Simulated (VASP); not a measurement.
# Zn (P6_3/mmc) in VASP: notebook, part 2 of 2

VASP 6.6.1. Earlier steps stand in the parts before.

## (3) Single point, PBE

File INCAR:

```
SYSTEM = Zn
PREC = Accurate ; ENCUT = 520
EDIFF = 1E-6 ; ISMEAR = -1
SIGMA = 0.05 ; LREAL = .False.
LASPH = .True. ; NELM = 80
ALGO = Normal ; ISIF = 2
LWAVE = .False. ; LCHARG = .False.
GGA = PE ; NBANDS = 19
```

File KPOINTS:

```
Automatic mesh
0
Gamma
  17 17 9
  0 0 0
```

File POSCAR:

```
Zn
1.0
    2.6883330992      0.0000000000      0.0000000000
   -1.3441665496      2.3281647578      0.0000000000
    0.0000000000      0.0000000000      4.7878787378
Zn
2
Direct
    0.3333333333      0.6666666667      0.2500000000
    0.6666666667      0.3333333333      0.7500000000
```

Potentials or basis: VASP PAW PBE potentials, release 64 (Zn).

The run is started by

```sh
cat potpaw_PBE.64/Zn/POTCAR > POTCAR
mpirun -np 1 vasp_std > vasp.out
```

OUTCAR:

```text
SYSTEM = Zn
   PREC = Accurate
   ENCUT = 520
   EDIFF = 1E-6
   ISMEAR = -1
   LREAL = .False.
   LASPH = .True.
   NELM = 80
   ISIF = 2
   GGA = PE

 ion  position               nearest neighbor table
   1  0.333  0.667  0.250-   2 2.85   2 2.85   2 2.85   2 2.85   2 2.85   2 2.85
   2  0.667  0.333  0.750-   1 2.85   1 2.85   1 2.85   1 2.85   1 2.85   1 2.85

  LATTYP: Found a hexagonal cell.
 ALAT       =     2.6883330992
 C/A-ratio  =     1.7809841865

  Lattice vectors:

 A1 = (   2.6883330992,   0.0000000000,   0.0000000000)
 A2 = (  -1.3441665496,   2.3281647578,   0.0000000000)
 A3 = (   0.0000000000,   0.0000000000,   4.7878787378)

Analysis of symmetry for initial positions (statically):
=====================================================================
 Subroutine PRICEL returns:
 Original cell was already a primitive cell.

 Routine SETGRP: Setting up the symmetry group for a
 hexagonal supercell.

 Subroutine GETGRP returns: Found 24 space group operations
 (whereof 12 operations were pure point group operations)
 out of a pool of 24 trial point group operations.

The static configuration has the point symmetry D_3d.
 The point group associated with its full space group is D_6h.

Analysis of symmetry for dynamics (positions and initial velocities):
=====================================================================
 Subroutine PRICEL returns:
 Original cell was already a primitive cell.

 Routine SETGRP: Setting up the symmetry group for a
 hexagonal supercell.

 Subroutine GETGRP returns: Found 24 space group operations
 (whereof 12 operations were pure point group operations)
 out of a pool of 24 trial point group operations.

The dynamic configuration has the point symmetry D_3d.
 The point group associated with its full space group is D_6h.

 Subroutine INISYM returns: Found 24 space group operations
 (whereof 12 operations are pure point group operations),
[... 111 lines left out ...]
   ISMEAR =    -1;   SIGMA  =   0.05  broadening in eV -4-tet -1-fermi 0-gaus
   EFERMI_NEDOS =   21; number of points for ismear=-14 and -15
   IALGO  =     38    algorithm
   IMIX   =      4    mixing-type and parameters
     AMIX     =   0.40;   BMIX     =  1.00
     AMIX_MAG =   1.60;   BMIX_MAG =  1.00
  volume/ion in A,a.u.               =      14.98       101.11
  Fermi-wavevector in a.u.,A,eV,Ry     =   1.520309  2.872968 31.447692  2.311340
  Thomas-Fermi vector in A             =   2.629177
   LORBIT       =      0    0 simple, 1 ext, 2 COOP (PROOUT), +10 PAW based schemes
   GGA     = PE    functional components
   LHFCALC =     F    Hartree Fock is set to
   AEXX    =    0.0000 exact exchange contribution
   IVDW    =     0    specifies the selected vdW correction
   LEPSILON=     F    determine dielectric tensor
   LRPA    =     F    only Hartree local field effects (RPA)
 non-spin polarized calculation
  energy-cutoff  :      520.00
  volume of cell :       29.97
 maximum number of plane-waves:       829
 NGX is ok and might be reduce to    20
   NGX =  9   NGY =  9   NGZ = 17

 number of electron      24.0000017 magnetization

 Free energy of the ion-electron system (eV)
  ---------------------------------------------------
  ext. energy  EPLUGINS =         0.00000000
  ---------------------------------------------------
  free energy    TOTEN  =        -2.20954202 eV

  energy without entropy =       -2.20581874  energy(sigma->0) =       -2.20768038

 E-fermi :   3.2857     XC(G=0): -11.6390

 val. band max:        3.2541864922   @ k =   0.2353   0.1176   0.0000
 cond. band min:       3.3419634532   @ k =   0.2941   0.2353   0.2222
 fundamental gap:      0.0877769610
 Fermi energy:         3.2857278192

 k-point     1 :       0.0000    0.0000    0.0000
  band No.  band energies     occupation
      1      -7.2914      2.00000
      2      -5.3716      2.00000
      3      -4.6630      2.00000
      4      -4.4820      2.00000
      5      -4.4820      2.00000
      6      -4.4197      2.00000
[... 505 lines left out ...]
      6      -4.4470      2.00000
[... 11 lines left out ...]
     18      15.9372      0.00000
     19      17.1767      0.00000

 [... further k-points ...]

------------------------ aborting loop because EDIFF is reached ----------------------------------------

  FORCE on cell =-STRESS in cart. coord.  units (eV):
  Direction    XX          YY          ZZ          XY          YZ          ZX
  --------------------------------------------------------------------------------------
  -------------------------------------------------------------------------------------
  Total        0.0763525      0.0763525      0.0473191     -0.0000000      0.0000000      0.0000000
  in kB        4.0821943      4.0821943      2.5299227     -0.0000000      0.0000000      0.0000000
  external PRESSURE =       3.5647704 kB  Pullay stress =       0.0000000 kB

 VOLUME and BASIS-vectors are now :
 -----------------------------------------------------------------------------
  energy-cutoff  :      520.00
  volume of cell :       29.97
      direct lattice vectors                 reciprocal lattice vectors
     2.688333099  0.000000000  0.000000000     0.371977714  0.214761433  0.000000000
    -1.344166550  2.328164758  0.000000000     0.000000000  0.429522866  0.000000000
     0.000000000  0.000000000  4.787878738     0.000000000  0.000000000  0.208860762

 POSITION                                       TOTAL-FORCE (eV/Angst)
 -----------------------------------------------------------------------------------
     -0.00000      1.55211      1.19697         0.000000      0.000000     -0.000000
      1.34417      0.77605      3.59091        -0.000000     -0.000000      0.000000
 -----------------------------------------------------------------------------------
    total drift:                               -0.000000      0.000000      0.000000

  FREE ENERGIE OF THE ION-ELECTRON SYSTEM (eV)
  ---------------------------------------------------
  free  energy   TOTEN  =        -2.2095420219 eV

  energy  without entropy=       -2.2058187428  energy(sigma->0) =       -2.20768038
```

stdout:

```text
POSCAR found type information on POSCAR Zn
 POSCAR found :  1 types and       2 ions
 scaLAPACK will be used
 LDA part: xc-table for (Slater+PW92), standard interpolation
 POSCAR, INCAR and KPOINTS ok, starting setup
 FFT: planning ... GRIDC
 FFT: planning ... GRID_SOFT
 FFT: planning ... GRID
 WAVECAR not read
 entering main loop
```

Run time: 26 s. Hardware: 1 thread of Intel Xeon 6975P-C (Granite Rapids), shared host; peak memory 0.19 GiB.

What came out:

| Item | Value |
| --- | --- |
| Free energy | -2.2095 eV |
| Pressure | 0.4 GPa |
| Band gap on the k mesh | zero (band 12 reaches 4.42 eV, above the bottom of band 13 at 0.68 eV) |

Stress tensor (GPa, compression positive):
```
0.41 0.00 0.00
0.00 0.41 0.00
0.00 0.00 0.25
```

Levels at points of the mesh, in eV from the Fermi level:
```tsv
k point	band 9	band 10	band 11	band 12	band 13	band 14	band 15	band 16
(0.00, 0.00, 0.00)	-7.44	-7.18	-7.18	-3.57	-2.60	15.14	16.70	16.70
```

## (4) Relaxation of cell and atoms, PBE

File INCAR:

```
SYSTEM = Zn
ALGO = Normal
EDIFF = 1E-6
EDIFFG = -0.005
ENCUT = 600
GGA = PE
IBRION = 2
ISIF = 3
ISMEAR = -1
LASPH = .TRUE.
LCHARG = .FALSE.
LREAL = .FALSE.
LWAVE = .FALSE.
NELM = 80
NSW = 45
PREC = Accurate
SIGMA = 0.05
```

File KPOINTS:

```
k-points
0
G
  17 17 9
  0 0 0
```

POSCAR is that of step 3.

Potentials or basis: VASP PAW PBE potentials, release 64 (Zn).

The run is started by

```sh
cat potpaw_PBE.64/Zn/POTCAR > POTCAR
mpirun -np 1 vasp_std > vasp.out
```

OUTCAR:

```text
SYSTEM = Zn
   EDIFF = 1E-6
   EDIFFG = -0.005
   ENCUT = 600
   GGA = PE
   IBRION = 2
   ISIF = 3
   ISMEAR = -1
   LASPH = .TRUE.
   LREAL = .FALSE.
   NELM = 80
   NSW = 45
   PREC = Accurate

 ion  position               nearest neighbor table
   1  0.333  0.667  0.250-   2 2.85   2 2.85   2 2.85   2 2.85   2 2.85   2 2.85
   2  0.667  0.333  0.750-   1 2.85   1 2.85   1 2.85   1 2.85   1 2.85   1 2.85

  LATTYP: Found a hexagonal cell.
 ALAT       =     2.6883330992
 C/A-ratio  =     1.7809841865

  Lattice vectors:

 A1 = (   2.6883330992,   0.0000000000,   0.0000000000)
 A2 = (  -1.3441665496,   2.3281647578,   0.0000000000)
 A3 = (   0.0000000000,   0.0000000000,   4.7878787378)

Analysis of symmetry for initial positions (statically):
=====================================================================
 Subroutine PRICEL returns:
 Original cell was already a primitive cell.

 Routine SETGRP: Setting up the symmetry group for a
 hexagonal supercell.

 Subroutine GETGRP returns: Found 24 space group operations
 (whereof 12 operations were pure point group operations)
 out of a pool of 24 trial point group operations.

The static configuration has the point symmetry D_3d.
 The point group associated with its full space group is D_6h.

Analysis of symmetry for dynamics (positions and initial velocities):
=====================================================================
 Subroutine PRICEL returns:
 Original cell was already a primitive cell.

 Routine SETGRP: Setting up the symmetry group for a
 hexagonal supercell.

 Subroutine GETGRP returns: Found 24 space group operations
 (whereof 12 operations were pure point group operations)
 out of a pool of 24 trial point group operations.

The dynamic configuration has the point symmetry D_3d.
 The point group associated with its full space group is D_6h.

 Subroutine INISYM returns: Found 24 space group operations
 (whereof 12 operations are pure point group operations),
 and found     1 'primitive' translations

----------------------------------------------------------------------------------------

                                     Primitive cell

  volume of cell :      29.9668

  direct lattice vectors                    reciprocal lattice vectors
     2.688333099  0.000000000  0.000000000     0.371977714  0.214761433  0.000000000
    -1.344166550  2.328164758  0.000000000     0.000000000  0.429522866  0.000000000
     0.000000000  0.000000000  4.787878738     0.000000000  0.000000000  0.208860762

  length of vectors
     2.688333099  2.688333099  4.787878738     0.429522866  0.429522866  0.208860762

  position of ions in fractional coordinates (direct lattice)
     0.333333333  0.666666667  0.250000000
     0.666666667  0.333333333  0.750000000

  ion indices of the primitive-cell ions
   primitive index   ion index
                 1           1
                 2           2

----------------------------------------------------------------------------------------

 KPOINTS: k-points

Automatic generation of k-mesh.
 Grid dimensions read from file:
[... 23 lines left out ...]
  0.058824  0.000000  0.000000      6.000000
  0.117647  0.000000  0.000000      6.000000
  0.176471  0.000000  0.000000      6.000000
  0.235294  0.000000  0.000000      6.000000
  0.294118  0.000000  0.000000      6.000000
[... 16 lines left out ...]
  0.411765  0.117647  0.000000     12.000000
  0.176471  0.176471  0.000000      6.000000
 [... further k-points ...]
   k-points           NKPTS =    165   k-points in BZ     NKDIM =    165   number of bands    NBANDS=     16
   number of dos      NEDOS =    301   number of ions     NIONS =      2
   total plane-waves  NPLWV =  23040
   dimension x,y,z NGX =    24 NGY =   24 NGZ =   40
   dimension x,y,z NGXF=    48 NGYF=   48 NGZF=   80
   ions per type =               2
   NGX,Y,Z   is equivalent  to a cutoff of  14.84, 14.84, 13.89 a.u.
   NGXF,Y,Z  is equivalent  to a cutoff of  29.68, 29.68, 27.78 a.u.
 SYSTEM =  Zn
   PREC   = accura    normal or accurate (medium, high low for compatibility)
   ISTART =      0    job   : 0-new  1-cont  2-samecut
   ICHARG =      2    charge: 1-file 2-atom 10-const
   ISPIN  =      1    spin polarized calculation?
   LNONCOLLINEAR =      F non collinear calculations
   LSORBIT =      F    spin-orbit coupling
   LASPH  =      T    aspherical Exc in radial PAW
   ENCUT  =  600.0 eV  44.10 Ry    6.64 a.u.   5.37  5.37  9.56*2*pi/ulx,y,z
   NELM   =     80;   NELMIN=  2; NELMDL= -5     # of ELM steps
   EDIFF  = 0.1E-05   stopping-criterion for ELM
   LREAL  =      F    real-space projection
   EDIFFG = -.5E-02   stopping-criterion for IOM
   NSW    =     45    number of steps for IOM
   IBRION =      2    ionic relax: 0-MD 1-quasi-New 2-CG
   NFREE  =      1    steps in history (QN), initial steepest desc. (CG)
   ISIF   =      3    stress and relaxation
   ISYM   =      2    0-nonsym 1-usesym 2-fastsym
   POTIM  = 0.5000    time-step for ionic-motion
   TEBEG  =    0.0;   TEEND  =   0.0 temperature during run
   PSTRESS=    0.0 pullay stress
   NELECT =      24.0000    total number of electrons
   NUPDOWN=      -1.0000    fix difference up-down
   EMIN   =  10.00;   EMAX   =-10.00  energy-range for DOS
   EFERMI =   0.00;   METHOD = LEGACY
   ISMEAR =    -1;   SIGMA  =   0.05  broadening in eV -4-tet -1-fermi 0-gaus
   EFERMI_NEDOS =   21; number of points for ismear=-14 and -15
   IALGO  =     38    algorithm
   IMIX   =      4    mixing-type and parameters
     AMIX     =   0.40;   BMIX     =  1.00
     AMIX_MAG =   1.60;   BMIX_MAG =  1.00
  volume/ion in A,a.u.               =      14.98       101.11
  Fermi-wavevector in a.u.,A,eV,Ry     =   1.520309  2.872968 31.447692  2.311340
  Thomas-Fermi vector in A             =   2.629177
   LORBIT       =      0    0 simple, 1 ext, 2 COOP (PROOUT), +10 PAW based schemes
   GGA     = PE    functional components
   LHFCALC =     F    Hartree Fock is set to
   AEXX    =    0.0000 exact exchange contribution
   IVDW    =     0    specifies the selected vdW correction
   LEPSILON=     F    determine dielectric tensor
   LRPA    =     F    only Hartree local field effects (RPA)
 conjugate gradient relaxation of ions
 non-spin polarized calculation
  energy-cutoff  :      600.00
  volume of cell :       29.97
 maximum number of plane-waves:      1027
 NGX is ok and might be reduce to    24
   NGX = 11   NGY = 11   NGZ = 19

--------------------------------------- Ionic step        1  -------------------------------------------

 number of electron      23.9999992 magnetization

 Free energy of the ion-electron system (eV)
  ---------------------------------------------------
  ext. energy  EPLUGINS =         0.00000000
  ---------------------------------------------------
  free energy    TOTEN  =        -2.20902188 eV

  energy without entropy =       -2.20529746  energy(sigma->0) =       -2.20715967

------------------------ aborting loop because EDIFF is reached ----------------------------------------

  FORCE on cell =-STRESS in cart. coord.  units (eV):
  Direction    XX          YY          ZZ          XY          YZ          ZX
  --------------------------------------------------------------------------------------
  -------------------------------------------------------------------------------------
  Total        0.0682486      0.0682486      0.0350180      0.0000000      0.0000000      0.0000000
  in kB        3.6489202      3.6489202      1.8722446      0.0000000      0.0000000      0.0000000
  external PRESSURE =       3.0566950 kB  Pullay stress =       0.0000000 kB
[... 131 lines left out ...]
--------------------------------------- Ionic step        5  -------------------------------------------

 number of electron      23.9999994 magnetization

 Free energy of the ion-electron system (eV)
  ---------------------------------------------------
  ext. energy  EPLUGINS =         0.00000000
  ---------------------------------------------------
  free energy    TOTEN  =        -2.20913077 eV

  energy without entropy =       -2.20533093  energy(sigma->0) =       -2.20723085

 E-fermi :   3.2609     XC(G=0): -11.6204

 val. band max:        3.2363528434   @ k =   0.2353   0.1176   0.0000
 cond. band min:       3.3189306685   @ k =   0.4706   0.0588   0.4444
 fundamental gap:      0.0825778251
 Fermi energy:         3.2609240157

 k-point     1 :       0.0000    0.0000    0.0000
  band No.  band energies     occupation
      1      -7.2882      2.00000
      2      -5.3793      2.00000
      3      -4.6763      2.00000
      4      -4.4981      2.00000
      5      -4.4981      2.00000
      6      -4.4359      2.00000
[... 433 lines left out ...]
      3      -4.7678      2.00000
      4      -4.7324      2.00000
      5      -4.5200      2.00000
      6      -4.4638      2.00000
[... 8 lines left out ...]
     15       9.6852      0.00000
     16      15.6530      0.00000

 [... further k-points ...]
[... 5 lines left out ...]
  --------------------------------------------------------------------------------------
  -------------------------------------------------------------------------------------
  Total       -0.0048869     -0.0048869     -0.0098159      0.0000000     -0.0000000      0.0000000
  in kB       -0.2603547     -0.2603547     -0.5229526      0.0000000     -0.0000000      0.0000000
  external PRESSURE =      -0.3478873 kB  Pullay stress =       0.0000000 kB
[... 17 lines left out ...]
  FREE ENERGIE OF THE ION-ELECTRON SYSTEM (eV)
  ---------------------------------------------------
  free  energy   TOTEN  =        -2.2091307679 eV

  energy  without entropy=       -2.2053309344  energy(sigma->0) =       -2.20723085

 reached required accuracy - stopping structural energy minimisation
```

CONTCAR:

```text
Zn
   1.00000000000000
     2.6924515128255515   -0.0000000000000000   -0.0000000000000000
    -1.3462257564127758    2.3317314086232876   -0.0000000000000000
    -0.0000000000000000   -0.0000000000000000    4.7901617644604526
  Zn
     2
Direct
     0.3333333332999970    0.6666666667000030    0.2500000000000000
     0.6666666667000030    0.3333333332999970    0.7500000000000000

  0.00000000E+00  0.00000000E+00  0.00000000E+00
  0.00000000E+00  0.00000000E+00  0.00000000E+00
```

Run time: 72 s. Hardware: 1 thread of Intel Xeon 6975P-C (Granite Rapids), shared host; peak memory 0.22 GiB.

What came out:

* Free energy: -2.2091 eV
* Relaxed volume: 15.04 Å³/atom
* Relaxed cell: a = 2.692 Å, b = 2.692 Å, c = 4.790 Å, α = 90.00°, β = 90.00°, γ = 120.00°
* Space group after relaxing (to 0.05 Å): P6_3/mmc (No. 194)
* Energy gained by relaxing: 0.1 meV/atom
* Ionic steps: 5
* Pressure after relaxing: 0.0 GPa
* Band gap on the k mesh: zero (band 12 reaches 4.39 eV, above the bottom of band 13 at 0.67 eV)

Step by step:
```tsv
step	energy change (eV)	largest force (eV/Å)	pressure (GPa)	volume (Å³)
1	0.0000	0.0000	0.31	29.97
2	-0.0001	0.0000	-0.06	30.09
3	-0.0001	0.0000	-0.01	30.07
4	-0.0001	0.0000	-0.01	30.08
5	-0.0001	0.0000	-0.03	30.07
```

Final structure:
```
CELL_PARAMETERS angstrom
2.69245 0.00000 0.00000
-1.34623 2.33173 0.00000
0.00000 0.00000 4.79016
ATOMIC_POSITIONS crystal
Zn 0.33333 0.66667 0.25000
Zn 0.66667 0.33333 0.75000
```
